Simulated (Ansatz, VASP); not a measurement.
# BaF2: VASP beside Ansatz

```
CELL_PARAMETERS angstrom
0.00000 3.10005 3.10005
3.10005 0.00000 3.10005
3.10005 3.10005 0.00000
ATOMIC_POSITIONS crystal
Ba 0.00000 0.00000 0.00000
F 0.25000 0.25000 0.25000
F 0.75000 0.75000 0.75000
```

Alike in both runs: task relaxation of the atoms; functional PBE; k mesh 7 × 7 × 7; occupations fermi-dirac, width 0.02 eV; no spin polarisation.

```csv
,VASP,Ansatz
version,VASP 6.6.1,Ansatz 0.2.0
potentials or method,"VASP PAW PBE potentials, release 64 (Ba_sv, F)","plane-wave PAW, scalar-relativistic"
plane-wave cutoff (eV),520,420
valence electrons in the cell,24,24
```

Ansatz gave:

| Quantity | Value |
| --- | --- |
| gap on the k mesh at the Fermi level, each at its own relaxed structure (eV) | 6.85 |

**Question.** Estimate VASP's values.

**Answer.** gap on the k mesh at the Fermi level, each at its own relaxed structure (eV): 6.78.

Ansatz's warnings: stress scf threshold loose.

Neither program's run includes spin-orbit coupling. Noted on VASP's run: the relaxation stopped at its first step, so nothing moved.
